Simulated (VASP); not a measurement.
A run of VASP 6.6.1:

File INCAR:

```
ALGO = Normal
EDIFF = 1E-6
ENCUT = 520
GGA = PS
ISIF = 2
ISMEAR = -1
LASPH = True
LCHARG = False
LREAL = False
LWAVE = False
NBANDS = 19
NELM = 100
PREC = Accurate
SIGMA = 0.05
```

Contents of KPOINTS:

```
k-points
0
Gamma
  10 10 10
```

POSCAR

```
LaTl
1.0
    3.9228360221      0.0000000000      0.0000000000
    0.0000000000      3.9228360221      0.0000000000
    0.0000000000      0.0000000000      3.9228360221
La Tl
1 1
Direct
    0.0000000000      0.0000000000      0.0000000000
    0.5000000000      0.5000000000      0.5000000000
```

Potentials or basis: VASP PAW PBE potentials, release 64 (La, Tl_d).

Command:

```sh
$ cat potpaw_PBE.64/La/POTCAR potpaw_PBE.64/Tl_d/POTCAR > POTCAR
$ mpirun -np 1 vasp_std > vasp.out
```

Hardware: 1 thread of Intel Xeon 8259CL, with other jobs on the host.

Q: Estimate the wall time of this run.

A: It took 92 s on 1 thread of Intel Xeon 8259CL, with other jobs on the host, peak memory 0.23 GiB. Counts: scf iterations 14, k points 56.
